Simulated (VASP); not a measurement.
# BaS (Fm-3m) in VASP: further runs

Runs on BaS. Level: PBE. Tasks: electric field gradients.

Everything below comes from runs of VASP 6.6.1. Logs are shortened: lines on timing, memory, paths and dates and some standing lists are left out, and cuts for length are marked.

### Step 1. The cell of the first run

Symmetry: Fm-3m, No. 225, cubic system. The conventional cell has a = 6.492 Å, b = 6.492 Å, c = 6.492 Å, α = 90.00°, β = 90.00°, γ = 90.00°. Ba (site symmetry m-3m) has 6 S at 3.25 Å within 4.3 Å. Within 4.3 Å of S (site symmetry m-3m) lie 6 Ba at 3.25 Å.

### Step 2. Electric field gradients, PBE (34.21 Å³/atom)

Contents of INCAR:

```
SYSTEM = BaS
ALGO     = Normal         ! electronic algorithm
EDIFF    = 1E-8           ! SCF threshold, eV
ENCUT    = 520            ! plane-wave cutoff, eV
GGA      = PE             ! functional
ISIF     = 2              ! what is computed and relaxed
ISMEAR   = -1             ! smearing method
LASPH    = .TRUE.         ! aspherical terms in the spheres
LCHARG   = .FALSE.        ! write CHGCAR
LEFG     = .TRUE.       
LREAL    = .FALSE.        ! projectors in reciprocal space
LWAVE    = .FALSE.        ! write WAVECAR
NBANDS   = 15             ! bands
NELM     = 100            ! most SCF steps
PREC     = Accurate       ! precision mode
SIGMA    = 0.02           ! smearing width, eV
```

Contents of KPOINTS:

```
k-points
0
G
  8 8 8
  0 0 0
```

Contents of POSCAR:

```
BaS
1.0
    0.0000000000      3.2461158646      3.2461158646
    3.2461158646      0.0000000000      3.2461158646
    3.2461158646      3.2461158646      0.0000000000
Ba S
1 1
Direct
    0.0000000000      0.0000000000      0.0000000000
    0.5000000000      0.5000000000      0.5000000000
```

Potentials or basis: VASP PAW PBE potentials, release 64 (Ba_sv, S).

Launch:

```console
$ cat potpaw_PBE.64/Ba_sv/POTCAR potpaw_PBE.64/S/POTCAR > POTCAR
$ mpirun -np 1 vasp_std > vasp.out
```

OUTCAR:

```text
SYSTEM = BaS
   EDIFF = 1E-8
   ENCUT = 520
   GGA = PE
   ISIF = 2
   ISMEAR = -1
   LASPH = .TRUE.
   LREAL = .FALSE.
   NELM = 100
   PREC = Accurate

 ion  position               nearest neighbor table
   1  0.000  0.000  0.000-   2 3.25   2 3.25   2 3.25   2 3.25   2 3.25   2 3.25
   2  0.500  0.500  0.500-   1 3.25   1 3.25   1 3.25   1 3.25   1 3.25   1 3.25

  LATTYP: Found a face centered cubic cell.
 ALAT       =     6.4922317292

  Lattice vectors:

 A1 = (   0.0000000000,   3.2461158646,   3.2461158646)
 A2 = (   3.2461158646,   0.0000000000,   3.2461158646)
 A3 = (   3.2461158646,   3.2461158646,   0.0000000000)

Analysis of symmetry for initial positions (statically):
=====================================================================
 Subroutine PRICEL returns:
 Original cell was already a primitive cell.

 Routine SETGRP: Setting up the symmetry group for a
 face centered cubic supercell.

 Subroutine GETGRP returns: Found 48 space group operations
 (whereof 48 operations were pure point group operations)
 out of a pool of 48 trial point group operations.

The static configuration has the point symmetry O_h .

Analysis of symmetry for dynamics (positions and initial velocities):
=====================================================================
 Subroutine PRICEL returns:
 Original cell was already a primitive cell.

 Routine SETGRP: Setting up the symmetry group for a
 face centered cubic supercell.

 Subroutine GETGRP returns: Found 48 space group operations
 (whereof 48 operations were pure point group operations)
 out of a pool of 48 trial point group operations.

The dynamic configuration has the point symmetry O_h .

 Subroutine INISYM returns: Found 48 space group operations
 (whereof 48 operations are pure point group operations),
 and found     1 'primitive' translations

----------------------------------------------------------------------------------------

                                     Primitive cell

  volume of cell :      68.4104

  direct lattice vectors                    reciprocal lattice vectors
     0.000000000  3.246115865  3.246115865    -0.154030238  0.154030238  0.154030238
     3.246115865  0.000000000  3.246115865     0.154030238 -0.154030238  0.154030238
     3.246115865  3.246115865  0.000000000     0.154030238  0.154030238 -0.154030238

  length of vectors
     4.590701081  4.590701081  4.590701081     0.266788199  0.266788199  0.266788199

  position of ions in fractional coordinates (direct lattice)
     0.000000000  0.000000000  0.000000000
     0.500000000  0.500000000  0.500000000

  ion indices of the primitive-cell ions
   primitive index   ion index
                 1           1
                 2           2

----------------------------------------------------------------------------------------

 KPOINTS: k-points

Automatic generation of k-mesh.
 Grid dimensions read from file:
 generate k-points for:    8    8    8

 Generating k-lattice:

  Cartesian coordinates                     Fractional coordinates (reciprocal lattice)
    -0.019253780  0.019253780  0.019253780     0.125000000  0.000000000  0.000000000
     0.019253780 -0.019253780  0.019253780     0.000000000  0.125000000  0.000000000
     0.019253780  0.019253780 -0.019253780     0.000000000  0.000000000  0.125000000

  Length of vectors
     0.033348525  0.033348525  0.033348525

  Shift w.r.t. Gamma in fractional coordinates (k-lattice)
     0.000000000  0.000000000  0.000000000

 Subroutine IBZKPT returns following result:
 ===========================================

 Found     29 irreducible k-points:

 Following reciprocal coordinates:
            Coordinates               Weight
  0.000000  0.000000  0.000000      1.000000
  0.125000  0.000000  0.000000      8.000000
  0.250000  0.000000  0.000000      8.000000
  0.375000  0.000000  0.000000      8.000000
  0.500000  0.000000  0.000000      4.000000
  0.125000  0.125000  0.000000      6.000000
[... 16 lines left out ...]
  0.500000  0.250000  0.125000     48.000000
 -0.375000  0.250000  0.125000     24.000000
 [... further k-points ...]
   k-points           NKPTS =     29   k-points in BZ     NKDIM =     29   number of bands    NBANDS=     15
   number of dos      NEDOS =    301   number of ions     NIONS =      2
   total plane-waves  NPLWV =  46656
   dimension x,y,z NGX =    36 NGY =   36 NGZ =   36
   dimension x,y,z NGXF=    72 NGYF=   72 NGZF=   72
   ions per type =               1   1
   NGX,Y,Z   is equivalent  to a cutoff of  13.04, 13.04, 13.04 a.u.
   NGXF,Y,Z  is equivalent  to a cutoff of  26.07, 26.07, 26.07 a.u.
 SYSTEM =  BaS
   PREC   = accura    normal or accurate (medium, high low for compatibility)
   ISTART =      0    job   : 0-new  1-cont  2-samecut
   ICHARG =      2    charge: 1-file 2-atom 10-const
   ISPIN  =      1    spin polarized calculation?
   LNONCOLLINEAR =      F non collinear calculations
   LSORBIT =      F    spin-orbit coupling
   LASPH  =      T    aspherical Exc in radial PAW
   ENCUT  =  520.0 eV  38.22 Ry    6.18 a.u.   8.54  8.54  8.54*2*pi/ulx,y,z
   NELM   =    100;   NELMIN=  2; NELMDL= -5     # of ELM steps
   EDIFF  = 0.1E-07   stopping-criterion for ELM
   LREAL  =      F    real-space projection
   EDIFFG = 0.1E-06   stopping-criterion for IOM
   NSW    =      0    number of steps for IOM
   IBRION =     -1    ionic relax: 0-MD 1-quasi-New 2-CG
   NFREE  =      0    steps in history (QN), initial steepest desc. (CG)
   ISIF   =      2    stress and relaxation
   ISYM   =      2    0-nonsym 1-usesym 2-fastsym
   POTIM  = 0.5000    time-step for ionic-motion
   TEBEG  =    0.0;   TEEND  =   0.0 temperature during run
   PSTRESS=    0.0 pullay stress
   NELECT =      16.0000    total number of electrons
   NUPDOWN=      -1.0000    fix difference up-down
   EMIN   =  10.00;   EMAX   =-10.00  energy-range for DOS
   EFERMI =   0.00;   METHOD = LEGACY
   ISMEAR =    -1;   SIGMA  =   0.02  broadening in eV -4-tet -1-fermi 0-gaus
   EFERMI_NEDOS =   21; number of points for ismear=-14 and -15
   IALGO  =     38    algorithm
   IMIX   =      4    mixing-type and parameters
     AMIX     =   0.40;   BMIX     =  1.00
     AMIX_MAG =   1.60;   BMIX_MAG =  1.00
  volume/ion in A,a.u.               =      34.21       230.83
  Fermi-wavevector in a.u.,A,eV,Ry     =   1.008651  1.906074 13.842245  1.017376
  Thomas-Fermi vector in A             =   2.141531
   LORBIT       =      0    0 simple, 1 ext, 2 COOP (PROOUT), +10 PAW based schemes
   GGA     = PE    functional components
   LHFCALC =     F    Hartree Fock is set to
   AEXX    =    0.0000 exact exchange contribution
   IVDW    =     0    specifies the selected vdW correction
   LEPSILON=     F    determine dielectric tensor
   LRPA    =     F    only Hartree local field effects (RPA)
 non-spin polarized calculation
  energy-cutoff  :      520.00
  volume of cell :       68.41
 maximum number of plane-waves:      1862
 NGX is ok and might be reduce to    36
   NGX = 17   NGY = 17   NGZ = 17

 number of electron      16.0000000 magnetization

 Free energy of the ion-electron system (eV)
  ---------------------------------------------------
  ext. energy  EPLUGINS =         0.00000000
  ---------------------------------------------------
  free energy    TOTEN  =       -10.19200539 eV

  energy without entropy =      -10.19200539  energy(sigma->0) =      -10.19200539

 E-fermi :   1.6592     XC(G=0):  -8.4250

 val. band max:        1.2082505526   @ k =   0.0000   0.0000   0.0000
 cond. band min:       3.3912202211   @ k =   0.5000   0.5000   0.0000
 fundamental gap:      2.1829696685
 Fermi energy:         1.6592124428

 k-point     1 :       0.0000    0.0000    0.0000
  band No.  band energies     occupation
      1     -25.0252      2.00000
      2     -10.0850      2.00000
      3     -10.0850      2.00000
      4     -10.0850      2.00000
      5      -9.0787      2.00000
      6       1.2083      2.00000
      7       1.2083      2.00000
      8       1.2083      2.00000
      9       4.5747      0.00000
     10       5.0651      0.00000
     11       5.0651      0.00000
     12       5.0651      0.00000
     13       5.9407      0.00000
     14       5.9407      0.00000
     15       9.8552      0.00000
[... 397 lines left out ...]
 k-point    24 :      -0.3750    0.2500    0.1250
  band No.  band energies     occupation
      1     -24.9851      2.00000
      2     -10.8353      2.00000
      3     -10.2464      2.00000
      4     -10.1723      2.00000
      5      -8.3032      2.00000
      6      -0.2017      2.00000
      7       0.3984      2.00000
      8       0.4557      2.00000
      9       5.8197      0.00000
     10       5.9834      0.00000
     11       7.6581      0.00000
     12       7.8229      0.00000
     13       8.7766      0.00000
     14       9.6946      0.00000
     15      10.2458      0.00000

 [... further k-points ...]
[... 5 lines left out ...]
  --------------------------------------------------------------------------------------
  -------------------------------------------------------------------------------------
  Total       -0.2839688     -0.2839688     -0.2839688      0.0000000      0.0000000      0.0000000
  in kB       -6.6505742     -6.6505742     -6.6505742      0.0000000      0.0000000      0.0000000
  external PRESSURE =      -6.6505742 kB  Pullay stress =       0.0000000 kB

 VOLUME and BASIS-vectors are now :
 -----------------------------------------------------------------------------
  energy-cutoff  :      520.00
  volume of cell :       68.41
      direct lattice vectors                 reciprocal lattice vectors
     0.000000000  3.246115865  3.246115865    -0.154030238  0.154030238  0.154030238
     3.246115865  0.000000000  3.246115865     0.154030238 -0.154030238  0.154030238
     3.246115865  3.246115865  0.000000000     0.154030238  0.154030238 -0.154030238

 POSITION                                       TOTAL-FORCE (eV/Angst)
 -----------------------------------------------------------------------------------
      0.00000      0.00000      0.00000        -0.000000     -0.000000      0.000000
      3.24612      3.24612      3.24612         0.000000      0.000000      0.000000
 -----------------------------------------------------------------------------------
    total drift:                                0.000000      0.000000      0.000000

  FREE ENERGIE OF THE ION-ELECTRON SYSTEM (eV)
  ---------------------------------------------------
  free  energy   TOTEN  =       -10.1920053885 eV

  energy  without entropy=      -10.1920053885  energy(sigma->0) =      -10.19200539

 Electric field gradients (V/A^2)
---------------------------------------------------------------------
 ion       V_xx      V_yy      V_zz      V_xy      V_xz      V_yz
---------------------------------------------------------------------
   1       0.000    -0.000    -0.000     0.000     0.000     0.000
   2       0.000    -0.000    -0.000     0.000     0.000     0.000
---------------------------------------------------------------------

 Electric field gradients after diagonalization (V/A^2)
 (convention: |V_zz| > |V_xx| > |V_yy|)
----------------------------------------------------------------------
 ion       V_xx      V_yy      V_zz     asymmetry (V_yy - V_xx)/ V_zz
----------------------------------------------------------------------
   1      -0.000    -0.000     0.000       0.000
   2      -0.000    -0.000     0.000       0.000
----------------------------------------------------------------------

           NMR quadrupolar parameters

 Cq : quadrupolar parameter    Cq=e*Q*V_zz/h
 eta: asymmetry parameters     (V_yy - V_xx)/ V_zz
 Q  : nuclear electric quadrupole moment in mb (millibarn)
----------------------------------------------------------------------
 ion       Cq(MHz)       eta       Q (mb)
----------------------------------------------------------------------
   1       0.000       0.000       1.000
   2       0.000       0.000       1.000
----------------------------------------------------------------------
```

It took 35 s on 1 thread of Intel Xeon Platinum 8175M at 2.50GHz (Skylake/Cascade Lake), shared host; peak memory 0.21 GiB.

Results:

```yaml
Free_energy: -10.1920 eV
Pressure: -0.7 GPa
Band_gap_on_the_k_mesh: 2.18 eV (least direct gap 2.34 eV)
Largest_electric_field_gradient_by_atom: zero within the noise of the run
```

Levels at points of the mesh, in eV from the valence-band top:
| k point | band 6 | band 7 | band 8 | band 9 | band 10 | band 11 |
| --- | --- | --- | --- | --- | --- | --- |
| (0.00, 0.00, 0.00) | 0.00 | 0.00 | 0.00 | 3.37 | 3.86 | 3.86 |
| (0.50, 0.00, 0.00) | -1.83 | -1.00 | -1.00 | 5.37 | 5.54 | 6.12 |
| (0.50, 0.50, 0.00) | -0.57 | -0.16 | -0.16 | 2.18 | 5.74 | 5.80 |

Caveat: spin-orbit coupling is left out, which moves the levels of the heavy elements. A k mesh can miss the band edges.

### Step 3. Electric field gradients, PBE (33.88 Å³/atom)

This run uses another cell than the first one, of 33.88 Å³/atom.

Contents of INCAR:

```
SYSTEM = BaS
PREC = Accurate
ENCUT = 520
EDIFF = 1E-8
ISMEAR = -1
SIGMA = 0.02
LREAL = .FALSE.
LASPH = .TRUE.
NELM = 60
ALGO = Normal
ISIF = 2
LWAVE = .FALSE.
LCHARG = .FALSE.
GGA = PE
LEFG = .TRUE.
NBANDS = 15
```

Contents of KPOINTS:

```
regular mesh
0
G
  8 8 8
  0 0 0
```

Contents of POSCAR:

```
BaS
1.0
    0.0000000000      3.2357778460      3.2357778460
    3.2357778460      0.0000000000      3.2357778460
    3.2357778460      3.2357778460      0.0000000000
Ba S
1 1
Direct
    0.0000000000      0.0000000000      0.0000000000
    0.5000000000      0.5000000000      0.5000000000
```

Potentials or basis: VASP PAW PBE potentials, release 64 (Ba_sv, S).

Launch:

```console
$ cat potpaw_PBE.64/Ba_sv/POTCAR potpaw_PBE.64/S/POTCAR > POTCAR
$ mpirun -np 1 vasp_std > vasp.out
```

OUTCAR:

```text
SYSTEM = BaS
   PREC = Accurate
   ENCUT = 520
   EDIFF = 1E-8
   ISMEAR = -1
   LREAL = .FALSE.
   LASPH = .TRUE.
   NELM = 60
   ISIF = 2
   GGA = PE

 ion  position               nearest neighbor table
   1  0.000  0.000  0.000-   2 3.24   2 3.24   2 3.24   2 3.24   2 3.24   2 3.24
   2  0.500  0.500  0.500-   1 3.24   1 3.24   1 3.24   1 3.24   1 3.24   1 3.24

  LATTYP: Found a face centered cubic cell.
 ALAT       =     6.4715556920

  Lattice vectors:

 A1 = (   0.0000000000,   3.2357778460,   3.2357778460)
 A2 = (   3.2357778460,   0.0000000000,   3.2357778460)
 A3 = (   3.2357778460,   3.2357778460,   0.0000000000)

Analysis of symmetry for initial positions (statically):
=====================================================================
 Subroutine PRICEL returns:
 Original cell was already a primitive cell.

 Routine SETGRP: Setting up the symmetry group for a
 face centered cubic supercell.

[... 621 lines left out ...]
      direct lattice vectors                 reciprocal lattice vectors
     0.000000000  3.235777846  3.235777846    -0.154522351  0.154522351  0.154522351
     3.235777846  0.000000000  3.235777846     0.154522351 -0.154522351  0.154522351
     3.235777846  3.235777846  0.000000000     0.154522351  0.154522351 -0.154522351

 POSITION                                       TOTAL-FORCE (eV/Angst)
 -----------------------------------------------------------------------------------
      0.00000      0.00000      0.00000        -0.000000      0.000000      0.000000
      3.23578      3.23578      3.23578         0.000000     -0.000000     -0.000000
 -----------------------------------------------------------------------------------
    total drift:                                0.000000      0.000000      0.000000

  FREE ENERGIE OF THE ION-ELECTRON SYSTEM (eV)
  ---------------------------------------------------
  free  energy   TOTEN  =       -10.1938574876 eV

  energy  without entropy=      -10.1938574876  energy(sigma->0) =      -10.19385749

 Electric field gradients (V/A^2)
---------------------------------------------------------------------
 ion       V_xx      V_yy      V_zz      V_xy      V_xz      V_yz
---------------------------------------------------------------------
   1       0.000    -0.000    -0.000     0.000     0.000     0.000
   2       0.000     0.000    -0.000     0.000     0.000     0.000
---------------------------------------------------------------------

 Electric field gradients after diagonalization (V/A^2)
 (convention: |V_zz| > |V_xx| > |V_yy|)
----------------------------------------------------------------------
 ion       V_xx      V_yy      V_zz     asymmetry (V_yy - V_xx)/ V_zz
----------------------------------------------------------------------
   1      -0.000    -0.000     0.000       0.000
   2      -0.000    -0.000     0.000       0.000
----------------------------------------------------------------------

           NMR quadrupolar parameters

 Cq : quadrupolar parameter    Cq=e*Q*V_zz/h
 eta: asymmetry parameters     (V_yy - V_xx)/ V_zz
 Q  : nuclear electric quadrupole moment in mb (millibarn)
----------------------------------------------------------------------
 ion       Cq(MHz)       eta       Q (mb)
----------------------------------------------------------------------
   1       0.000       0.000       1.000
   2       0.000       0.000       1.000
----------------------------------------------------------------------
```

Run time: 34 s. Hardware: 1 thread of Intel Xeon Platinum 8175M at 2.50GHz (Skylake/Cascade Lake), shared host; peak memory 0.21 GiB.

What came out:

| Property | Result |
| --- | --- |
| Free energy | -10.1939 eV |
| Pressure | -0.3 GPa |
| Band gap on the k mesh | 2.17 eV (least direct gap 2.32 eV) |
| Largest electric field gradient by atom | zero within the noise of the run |

Caveat: spin-orbit coupling is left out, which moves the levels of the heavy elements. A k mesh can miss the band edges.
